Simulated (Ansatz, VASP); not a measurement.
## Two plane-wave programs on MgRh

Contents of INCAR:

```
PREC = Accurate
ENCUT = 520
EDIFF = 1E-6
ISMEAR = 0
SIGMA = 0.15
LREAL = F
LASPH = T
NELM = 60
ALGO = Fast
ISIF = 2
LWAVE = F
LCHARG = F
NBANDS = 16
```

Contents of KPOINTS:

```
regular mesh
0
Gamma
  16 16 16
```

The input POSCAR:

```
MgRh
1.0
    3.0992000000      0.0000000000      0.0000000000
    0.0000000000      3.0992000000      0.0000000000
    0.0000000000      0.0000000000      3.0992000000
Mg Rh
1 1
Direct
    0.0000000000      0.0000000000     -0.1613319566
    0.5000000000      0.5000000000      0.5000000000
```

Input for Ansatz:

```yaml
crystal:
  lattice:
    - [3.0992, 0.0, 0.0]
    - [0.0, 3.0992, 0.0]
    - [0.0, 0.0, 3.0992]
  atoms:
    - { symbol: Mg, position: [0.0, 0.0, -0.1613319566] }
    - { symbol: Rh, position: [0.5, 0.5, 0.5] }
basis:
  ecutwfc: 420
kpoints:
  mp_grid: { grid: [16, 16, 16] }
hamiltonian:
  xc: lda
scf:
  occupations: { method: gaussian, width: 0.15 }
output:
  forces: true
  stress: true
  eigenvalues: true
```

Change from the starting cell: all Mg atoms moved -0.500 Å, as atom 1 along Cartesian [0 0 1].

Alike in both runs: task single point; functional LDA; k mesh 16 × 16 × 16; occupations gaussian, width 0.15 eV; no spin polarisation.

```csv
,VASP,Ansatz
version,VASP 6.6.1,Ansatz 0.2.0
potentials or method,"VASP PAW LDA potentials, release 64 (Mg, Rh_pv), cutoff 520 eV","scalar-relativistic, plane waves, PAW"
valence electrons in the cell,17,27
```

Ansatz gave:

```
gap on the k mesh at the Fermi level (eV)                     : none
pressure (GPa)                                                : 3.3
traceless stress, the component that is largest in VASP (GPa) : -8.11
rms of the force components (eV/Å)                            : 1.408
```

Problem. Estimate VASP's values.

Solution. gap on the k mesh at the Fermi level (eV): none; pressure (GPa): 3.0; traceless stress, the component that is largest in VASP (GPa): -8.32; rms of the force components (eV/Å): 1.416.

LDA's correlation is that of Perdew and Zunger in VASP and of Perdew and Wang (1992) in Ansatz. Atom by atom the forces differ by 0.008 eV/Å (rms over components). A gap of «none» marks a metal or a gap that the smearing closes. VASP's potentials hold 17 valence electrons a cell and Ansatz's 27, so a difference there can come from the potentials and not from the codes.
